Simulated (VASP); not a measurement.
Set up this calculation in VASP 6.6.1, as the native input.

```
Task                   : single point
Functional             : PBE
Potentials or basis    : VASP PAW PBE potentials, release 64 (Sn_d, Se)
Cutoff                 : 500 eV
k mesh                 : 8 × 8 × 8
Occupations            : fermi-dirac, width 0.02 eV
Spin                   : no spin polarisation
Dipole correction      : no
Further INCAR settings : ALGO = Normal; EDIFF = 1e-06; NBANDS = 17
```

The structure of SnSe lies in POSCAR:

```
SnSe
1.0
    0.0000000000      2.9420708907      3.0125935861
    2.9420708907      0.0000000000      3.0125935861
    2.9420708907      2.9420708907      0.0000000000
Sn Se
1 1
Direct
    0.0000000000      0.0000000000      0.0000000000
    0.5000000000      0.5000000000      0.5000000000
```

This cell differs from its parent crystal: epitaxial xy strain -2.0%.

These files were run (other wordings do the same):

INCAR

```
SYSTEM = SnSe
PREC = Accurate ; ENCUT = 500
EDIFF = 1E-6 ; ISMEAR = -1
SIGMA = 0.02 ; LREAL = .False.
LASPH = .True. ; NELM = 120
ALGO = Normal ; ISIF = 2
LWAVE = .False. ; LCHARG = .False.
GGA = PE ; NBANDS = 17
GGA_COMPAT = .False.
```

KPOINTS

```
regular mesh
0
Gamma
  8 8 8
  0 0 0
```

Potentials or basis: VASP PAW PBE potentials, release 64 (Sn_d, Se).

Launch:

```bash
$ cat potpaw_PBE.64/Sn_d/POTCAR potpaw_PBE.64/Se/POTCAR > POTCAR
$ mpirun -np 1 vasp_std > vasp.out
```

Results of the run:

```json
{
 "Pressure": "3.6 GPa",
 "Band gap on the k mesh": "0.73 eV, indirect (least direct gap 0.80 eV)"
}
```

Caveat: the cell differs from its parent crystal (epitaxial xy strain -2.0%); spin-orbit coupling is left out, which moves the levels of the heavy elements.

Wall time 66 s on 1 thread of Intel Xeon 8259CL, on a shared host, peak memory 0.21 GiB.
